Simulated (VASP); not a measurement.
Here is a VASP 6.6.1 calculation.

Contents of INCAR:

```
SYSTEM = CdInS2
PREC     = Accurate       ! precision mode
ENCUT    = 520            ! plane-wave cutoff, eV
EDIFF    = 1E-7           ! SCF threshold, eV
ISMEAR   = 0              ! smearing method
SIGMA    = 0.15           ! smearing width, eV
LREAL    = .FALSE.        ! projectors in reciprocal space
LASPH    = .TRUE.         ! aspherical terms in the spheres
NELM     = 100            ! most SCF steps
ALGO     = Normal         ! electronic algorithm
ISIF     = 2              ! what is computed and relaxed
LWAVE    = .FALSE.        ! write WAVECAR
LCHARG   = .FALSE.        ! write CHGCAR
GGA      = PE             ! functional
NBANDS   = 26             ! bands
```

KPOINTS

```
regular mesh
0
G
  12 12 6
  0 0 0
```

POSCAR

```
CdInS2
1.0
    4.1697266610      0.0000000000      0.0000000000
   -2.0848633305      3.6110892153      0.0000000000
    0.0000000000      0.0000000000      5.8697242207
Cd In S
1 1 2
Direct
    0.0000000000      0.0000000000      0.0000000000
    0.0000000000      0.0000000000      0.5000000000
    0.6666666667      0.3333333333      0.7211797945
    0.3333333333      0.6666666667      0.2788202055
```

Potentials or basis: VASP PAW PBE potentials, release 64 (Cd, In_d, S).

Launch:

```sh
$ cat potpaw_PBE.64/Cd/POTCAR potpaw_PBE.64/In_d/POTCAR potpaw_PBE.64/S/POTCAR > POTCAR
$ mpirun -np 1 vasp_std > vasp.out
```

Task: What does it give for the band gap on the k mesh?

Result: Zero (an odd number of electrons rules out a gap without spin polarisation).

Task: What does it give for the largest force?

Result: 0.828 eV/Å.

Task: What does it give for the pressure?

Result: 3.5 GPa.

Forces on the atoms (eV/Å):
```
Cd   0.000  0.000  0.000
In   0.000  0.000  0.000
S    0.000  0.000  0.828
S    0.000  0.000 -0.828
```

Caveat: the cell stands under pressure; spin-orbit coupling is left out, which moves the levels of the heavy elements.
